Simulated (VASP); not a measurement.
**CuO: single point with PBEsol**

Crystal: CuO.

```xyz
4
Lattice="1.9910 -2.1536 0.0000 1.9910 2.1536 0.0000 0.0000 0.0000 5.1559" Properties=species:S:1:pos:R:3 pbc="T T T"
Cu    0.9955    1.0768    0.0000
Cu    0.9955   -1.0768    2.5780
O     1.9910    0.0000    1.2890
O     1.9910    0.0000    3.8669
```

- Program: VASP 6.6.1
- Task: single point
- Functional: PBEsol
- Potentials or basis: VASP PAW PBE potentials, release 64 (Cu_sv_GW, O)
- Cutoff: 820 eV
- k mesh: 8 × 8 × 6
- Occupations: gaussian, width 0.1 eV
- Spin: no spin polarisation

The pressure is -6.9 GPa and the band gap on the k mesh is zero (bands 25 and 26 overlap by 1.10 eV).

Stress tensor (GPa, compression positive):
```
-5.42  0.00  0.00
 0.00 -7.05  0.00
 0.00  0.00 -8.13
```

Levels at points of the mesh, in eV from the Fermi level:
| k point | band 23 | band 24 | band 25 | band 26 | band 27 | band 28 |
| --- | --- | --- | --- | --- | --- | --- |
| (0.00, 0.00, 0.00) | -2.28 | -1.89 | 0.58 | 0.76 | 1.32 | 5.94 |
| (0.50, 0.00, 0.00) | -1.56 | -1.51 | 0.21 | 0.45 | 3.54 | 5.83 |
| (0.50, 0.50, 0.00) | -1.61 | -1.20 | -1.15 | 1.12 | 2.03 | 7.11 |
| (0.00, 0.00, 0.50) | -1.54 | -1.54 | 0.10 | 0.10 | 3.39 | 3.39 |
| (0.50, 0.00, 0.50) | -1.99 | -1.81 | -0.16 | 0.67 | 4.20 | 5.81 |
| (0.50, 0.50, 0.50) | -1.40 | -1.40 | -0.52 | -0.52 | 3.91 | 3.91 |

It took 5.2 min on 1 thread of Intel(R) Xeon(R) 6975P-C (Granite Rapids), with other jobs on the host, peak memory 0.35 GiB.

Caveat: the cell stands under tension; the PAW data sets were made with another functional, which shifts forces and pressure a little; semilocal functionals often make such compounds metallic where correlation or magnetic order opens a gap, which also shifts bond lengths. With open d or f shells a metallic result of PBEsol can be an artefact of self-interaction; +U or a hybrid may open a gap.
